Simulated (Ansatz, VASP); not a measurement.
# Two plane-wave programs on MoS

```xyz
2
Lattice="0.0000 2.8297 2.8297 2.8297 0.0000 2.8297 2.8297 2.8297 0.0000" Properties=species:S:1:pos:R:3 pbc="T T T"
Mo    0.0000    0.0000    0.0000
S     1.4148    1.4148    1.4148
```

Alike in both runs: task single point; functional PBE; k mesh 12 × 12 × 12; occupations gaussian, width 0.1 eV; collinear spin; Hubbard terms Mo d U = 4.38 eV.

|  | VASP | Ansatz |
| --- | --- | --- |
| version | VASP 6.6.1 | Ansatz 0.2.0 |
| potentials or method | VASP PAW PBE potentials, release 64 (Mo_sv, S), cutoff 520 eV | scalar-relativistic, plane waves, PAW |
| valence electrons in the cell | 20 | 20 |

|  | VASP | Ansatz | Ansatz less VASP |
| --- | --- | --- | --- |
| gap on the k mesh at the Fermi level (eV) | none | none | - |
| pressure (GPa) | 4.3 | 12.2 | +7.93 |
| net moment per atom (μB) | 1.68 | 2.00 | +0.320 |
| size of the moment on the site where the two differ most (μB) | 3.09 | 2.73 | -0.358 |

The net moments are unlike, so the other rows may belong to different states. Site moments also hang on the region over which each program counts them. The programs project onto different local orbitals, so the same U acts differently, and such runs can settle in different states. A gap of «none» marks a metal or a gap that the smearing closes. Ansatz's warnings: filled band counts differ across k points.
